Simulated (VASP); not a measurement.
# Si4W (Im-3m) in VASP: a series of runs, part 2 of 2

VASP 6.6.1. Earlier steps stand in the parts before.

## Step 3: Single point, PBE

Input file INCAR:

```
SYSTEM = Si4W
ALGO     = Normal         ! electronic algorithm
EDIFF    = 1E-6           ! SCF threshold, eV
ENCUT    = 520            ! plane-wave cutoff, eV
GGA      = PE             ! functional
ISIF     = 2              ! what is computed and relaxed
ISMEAR   = 0              ! smearing method
LASPH    = .TRUE.         ! aspherical terms in the spheres
LCHARG   = .FALSE.        ! write CHGCAR
LREAL    = .FALSE.        ! projectors in reciprocal space
LWAVE    = .FALSE.        ! write WAVECAR
NBANDS   = 23             ! bands
NELM     = 60             ! most SCF steps
PREC     = Accurate       ! precision mode
SIGMA    = 0.1            ! smearing width, eV
```

Input file KPOINTS:

```
k-points
0
G
  10 10 10
  0 0 0
```

Input file POSCAR:

```
Si4W
1.0
   -2.8194341272      2.8194341272      2.8194341272
    2.8194341272     -2.8194341272      2.8194341272
    2.8194341272      2.8194341272     -2.8194341272
Si W
4 1
Direct
    0.5000000000      0.5000000000      0.5000000000
    0.0000000000      0.0000000000      0.5000000000
    0.0000000000      0.5000000000      0.0000000000
    0.5000000000      0.0000000000      0.0000000000
    0.0000000000      0.0000000000      0.0000000000
```

Potentials or basis: VASP PAW PBE potentials, release 64 (Si, W_sv).

The run is started by

```sh
$ cat potpaw_PBE.64/Si/POTCAR potpaw_PBE.64/W_sv/POTCAR > POTCAR
$ mpirun -np 1 vasp_std > vasp.out
```

OUTCAR:

```text
SYSTEM = Si4W
   EDIFF = 1E-6
   ENCUT = 520
   GGA = PE
   ISIF = 2
   ISMEAR = 0
   LASPH = .TRUE.
   LREAL = .FALSE.
   NELM = 60
   PREC = Accurate

 ion  position               nearest neighbor table
   1  0.500  0.500  0.500-   5 2.44   5 2.44   4 2.82   2 2.82   4 2.82   3 2.82   2 2.82   3 2.82

   2  0.000  0.000  0.500-   5 2.44   5 2.44   4 2.82   1 2.82   3 2.82   3 2.82   4 2.82   1 2.82

   3  0.000  0.500  0.000-   5 2.44   5 2.44   4 2.82   1 2.82   2 2.82   2 2.82   1 2.82   4 2.82

   4  0.500  0.000  0.000-   5 2.44   5 2.44   3 2.82   1 2.82   1 2.82   2 2.82   2 2.82   3 2.82

   5  0.000  0.000  0.000-   1 2.44   2 2.44   3 2.44   4 2.44   2 2.44   3 2.44   4 2.44   1 2.44

  LATTYP: Found a body centered cubic cell.
 ALAT       =     5.6388682544

  Lattice vectors:

 A1 = (  -2.8194341272,   2.8194341272,   2.8194341272)
 A2 = (   2.8194341272,  -2.8194341272,   2.8194341272)
 A3 = (   2.8194341272,   2.8194341272,  -2.8194341272)

Analysis of symmetry for initial positions (statically):
=====================================================================
 Subroutine PRICEL returns:
 Original cell was already a primitive cell.
[... 179 lines left out ...]
 cond. band min:       8.0470648398   @ k =   0.2000   0.2000   0.0000
 fundamental gap:      0.0085911347
 Fermi energy:         8.0422367396

 k-point     1 :       0.0000    0.0000    0.0000
  band No.  band energies     occupation
      1     -66.2138      2.00000
      2     -30.5957      2.00000
      3     -30.5957      2.00000
      4     -30.5957      2.00000
      5      -4.4330      2.00000
      6       0.8668      2.00000
[... 613 lines left out ...]
     22      12.9532      0.00000
     23      13.0632      0.00000

 [... further k-points ...]

------------------------ aborting loop because EDIFF is reached ----------------------------------------

  FORCE on cell =-STRESS in cart. coord.  units (eV):
  Direction    XX          YY          ZZ          XY          YZ          ZX
  --------------------------------------------------------------------------------------
  -------------------------------------------------------------------------------------
  Total       -0.0131561     -0.0131561     -0.0131561     -0.0000000      0.0000000     -0.0000000
  in kB       -0.2351217     -0.2351217     -0.2351217     -0.0000000      0.0000000     -0.0000000
  external PRESSURE =      -0.2351217 kB  Pullay stress =       0.0000000 kB

 VOLUME and BASIS-vectors are now :
 -----------------------------------------------------------------------------
  energy-cutoff  :      520.00
  volume of cell :       89.65
      direct lattice vectors                 reciprocal lattice vectors
    -2.819434127  2.819434127  2.819434127     0.000000000  0.177340550  0.177340550
     2.819434127 -2.819434127  2.819434127     0.177340550  0.000000000  0.177340550
     2.819434127  2.819434127 -2.819434127     0.177340550  0.177340550  0.000000000

 POSITION                                       TOTAL-FORCE (eV/Angst)
 -----------------------------------------------------------------------------------
      1.40972      1.40972      1.40972        -0.000000      0.000000      0.000000
      1.40972      1.40972     -1.40972         0.000000     -0.000000      0.000000
      1.40972     -1.40972      1.40972         0.000000     -0.000000     -0.000000
     -1.40972      1.40972      1.40972        -0.000000      0.000000     -0.000000
      0.00000      0.00000      0.00000         0.000000     -0.000000     -0.000000
 -----------------------------------------------------------------------------------
    total drift:                               -0.000000     -0.000000     -0.000000

  FREE ENERGIE OF THE ION-ELECTRON SYSTEM (eV)
  ---------------------------------------------------
  free  energy   TOTEN  =       -32.6324459100 eV

  energy  without entropy=      -32.6158553300  energy(sigma->0) =      -32.62415062
```

stdout:

```text
POSCAR found type information on POSCAR SiW
 POSCAR found :  2 types and       5 ions
 scaLAPACK will be used
 LDA part: xc-table for (Slater+PW92), standard interpolation
 POSCAR, INCAR and KPOINTS ok, starting setup
 FFT: planning ... GRIDC
 FFT: planning ... GRID_SOFT
 FFT: planning ... GRID
 WAVECAR not read
 entering main loop
```

Wall time 77 s (1 thread of Intel Xeon Platinum 8488C (Sapphire Rapids), shared host); peak memory 0.25 GiB.

What came out:

| Item | Value |
| --- | --- |
| Free energy | -32.6324 eV |
| Pressure | 0.0 GPa |
| Band gap on the k mesh | zero (band 15 reaches 9.33 eV, above the bottom of band 16 at 5.57 eV) |

Caveat: spin-orbit coupling is left out, which moves the levels of the heavy elements.

## Step 4: Relaxation of cell and atoms, PBE

This run uses another cell than the first one, of 17.67 Å³/atom, 0.985 times its volume.

Input file INCAR:

```
PREC = Accurate
ENCUT = 600
EDIFF = 1E-6
ISMEAR = 0
SIGMA = 0.1
LREAL = F
LASPH = T
NELM = 100
ALGO = Normal
ISIF = 3
LWAVE = F
LCHARG = F
GGA = PE
IBRION = 2
NSW = 100
EDIFFG = -0.01
```

Input file KPOINTS:

```
regular mesh
0
Gamma
  10 10 10
```

Edit POSCAR of step 3 so:

```diff
@@ -2,5 +2,5 @@
 1.0
-   -2.8194341272      2.8194341272      2.8194341272
-    2.8194341272     -2.8194341272      2.8194341272
-    2.8194341272      2.8194341272     -2.8194341272
+   -2.8055392772      2.8055392772      2.8055392772
+    2.8055392772     -2.8055392772      2.8055392772
+    2.8055392772      2.8055392772     -2.8055392772
 Si W
```

The run is started by

```sh
$ cat potpaw_PBE.64/Si/POTCAR potpaw_PBE.64/W_sv/POTCAR > POTCAR
$ mpirun -np 1 vasp_std > vasp.out
```

It took 3.7 min on 1 thread of Intel Xeon Platinum 8488C (Sapphire Rapids), shared host; peak memory 0.3 GiB.

The run converged. Its results:

```
Free energy                            : -32.6327 eV
Relaxed volume                         : 17.93 Å³/atom
Relaxed cell                           : a = 4.883 Å, b = 4.883 Å, c = 4.883 Å, α = 109.47°, β = 109.47°, γ = 109.47°
Space group after relaxing (to 0.05 Å) : Im-3m (No. 229)
Energy gained by relaxing              : 1.6 meV/atom
Ionic steps                            : 3
Pressure after relaxing                : 0.0 GPa
Band gap on the k mesh                 : zero (band 15 reaches 9.33 eV, above the bottom of band 16 at 5.57 eV)
```

Step by step:
| step | energy change (eV) | largest force (eV/Å) | pressure (GPa) | volume (Å³) |
| --- | --- | --- | --- | --- |
| 1 | 0.0000 | 0.0000 | 1.93 | 88.33 |
| 2 | 0.0006 | 0.0000 | -1.79 | 91.08 |
| 3 | -0.0078 | 0.0000 | 0.01 | 89.64 |

Final structure:
```
Si W
1.0
    -2.81933    2.81933    2.81933
     2.81933   -2.81933    2.81933
     2.81933    2.81933   -2.81933
Si W
4 1
Cartesian
  1.4097 1.4097 1.4097
  1.4097 1.4097 -1.4097
  1.4097 -1.4097 1.4097
  -1.4097 1.4097 1.4097
  0.0000 0.0000 0.0000
```

Levels at points of the mesh, in eV from the Fermi level:
```tsv
k point	band 11	band 12	band 13	band 14	band 15	band 16	band 17	band 18	band 19
(0.00, 0.00, 0.00)	-3.33	-3.07	-3.07	-3.07	-2.48	-2.48	1.02	2.32	2.32
(0.50, 0.00, 0.00)	-3.89	-3.70	-3.34	-1.19	-0.16	0.77	0.95	1.19	2.16
(0.50, 0.50, 0.50)	-4.56	-4.56	-4.56	-1.47	1.29	1.29	2.83	2.83	2.83
```

Caveat: spin-orbit coupling is left out, which moves the levels of the heavy elements.
